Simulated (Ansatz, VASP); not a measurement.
# CaSe in VASP and in Ansatz

```
CELL_PARAMETERS angstrom
3.61791 0.00000 0.00000
0.00000 3.61791 0.00000
0.00000 0.00000 3.61791
ATOMIC_POSITIONS crystal
Ca 0.00000 0.00000 0.00000
Se 0.50000 0.50000 0.50000
```

Alike in both runs: task single point; functional r2SCAN; dispersion rVV10; k mesh 8 × 8 × 8; occupations fermi-dirac, width 0.03 eV; no spin polarisation.

|  | VASP | Ansatz |
| --- | --- | --- |
| version | VASP 6.6.1 | Ansatz 0.2.0 |
| potentials or method | VASP PAW PBE potentials, release 64 (Ca_sv, Se) | plane waves, PAW |
| plane-wave cutoff (eV) | 550 | 500 |
| valence electrons in the cell | 16 | 26 |

Ansatz gave:

- gap on the k mesh at the Fermi level (eV): 1.18
- pressure (GPa): -0.1

Estimate VASP's values.

gap on the k mesh at the Fermi level (eV): 1.19; pressure (GPa): 0.3.

VASP's potentials were made for PBE, not for r2SCAN. VASP's potentials hold 16 valence electrons a cell and Ansatz's 26, so a difference there can come from the potentials and not from the codes. Ansatz's warnings: level index not settled.
